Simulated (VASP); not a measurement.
Input of a VASP 6.6.1 run:

INCAR

```
PREC = Accurate ; ENCUT = 520
EDIFF = 1E-6 ; ISMEAR = -1
SIGMA = 0.02 ; LREAL = False
LASPH = True ; NELM = 120
ALGO = Normal ; ISIF = 2
LWAVE = False ; LCHARG = True
GGA = PS ; LELF = True
LVHAR = True ; NBANDS = 63
GGA_COMPAT = False
```

Contents of KPOINTS:

```
regular mesh
0
Gamma
  1 1 1
```

POSCAR

```
H2CSO
1.0
    7.9817290000      0.0000000000      0.0000000000
    0.0000000000      7.9817290000      0.0000000000
    0.0000000000      0.0000000000      7.9817290000
O C S H
5 5 5 10
Direct
    0.7984986712      0.2582022016      0.2204284310
    0.6006217450      0.0193942941      0.5665815013
    0.2848380345      0.7743059179      0.4683070548
   -0.0476588468      0.2937082930      0.7709858353
    0.2952117267      0.9891716444      0.8525972255
    0.8162016024      0.3973074004      0.2621361863
    0.5824176692      0.1600279839      0.5678844772
    0.3535073666      0.8072311150      0.3434218325
    0.0709244827      0.3717239711      0.8157631010
    0.1591885668      0.9351232045      0.8284044723
    0.8501416172      0.5873163571      0.2967778034
    0.5345834217      0.3490972946      0.5832320291
    0.4370356348      0.8667295018      0.1701385752
    0.2063086832      0.4954816181      0.8685586795
   -0.0135434315      0.8525220538      0.7701213609
   -0.1674574519      0.9639640734      0.4129556391
   -0.0937015025      0.9039520134      0.4058895009
    0.0101231199     -0.0256961869      0.1545655083
    0.0865476640     -0.0938017314      0.1370630348
    0.1371632637      0.3531315082      0.3546599991
    0.1895453980      0.3744426803      0.4303328264
    0.5045147486      0.7550870244      0.6891113442
    0.5620712004      0.7121514649      0.7473944555
    0.7617397183      0.6561109755      0.9308885330
    0.7376346654      0.5789597717      0.8855474798
```

Potentials or basis: VASP PAW PBE potentials, release 64 (O, C, S, H).

Command:

```sh
$ cat potpaw_PBE.64/O/POTCAR potpaw_PBE.64/C/POTCAR potpaw_PBE.64/S/POTCAR potpaw_PBE.64/H/POTCAR > POTCAR
$ mpirun -np 1 vasp_gam > vasp.out
```

(1) Predict the pressure.

(2) What does it give for the band gap on the k mesh?

(3) Estimate the largest force.

Results:

(1) 0.4 GPa.

(2) 4.53 eV.

(3) 4.861 eV/Å.

Caveat: the k points lie up to 0.79 Å⁻¹ apart; the PAW data sets were made with another functional, which shifts forces and pressure a little.
